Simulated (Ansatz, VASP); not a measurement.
## SiC in VASP and in Ansatz

```
Si C
1.0
     0.00000   -2.18986   -2.18986
     0.00000    2.18986   -2.18986
     4.37973    0.00000    0.00000
Si C
2 2
Direct
  0.51685 0.51685 0.50000
  0.98315 0.98315 0.00000
  0.94006 0.55994 0.25000
  0.55994 0.94006 0.75000
```

Change from the starting cell: mode 7 (741.2 1/cm) frozen in, largest displacement +0.263 Å.

Alike in both runs: task single point; functional PBE; k mesh 10 × 10 × 6; occupations gaussian, width 0.05 eV; no spin polarisation.

|  | VASP | Ansatz |
| --- | --- | --- |
| version | VASP 6.6.1 | Ansatz 0.2.0 |
| potentials or method | VASP PAW PBE potentials, release 64 (Si, C), cutoff 600 eV | scalar-relativistic, plane waves, PAW |
| valence electrons in the cell | 16 | 16 |

Ansatz gave:

- gap on the k mesh at the Fermi level (eV): 0.76
- least direct gap on the mesh (eV): 1.80
- pressure (GPa): 17.0
- traceless stress, the component that is largest in VASP (GPa): -12.42
- rms of the force components (eV/Å): 3.181

Q: Which values does VASP return?

A: gap on the k mesh at the Fermi level (eV): 0.76; least direct gap on the mesh (eV): 1.80; pressure (GPa): 16.8; traceless stress, the component that is largest in VASP (GPa): -12.44; rms of the force components (eV/Å): 3.182.

Atom by atom the forces differ by 0.002 eV/Å (rms over components). With one functional, cell and mesh, what is left measures potentials, basis and numerics.
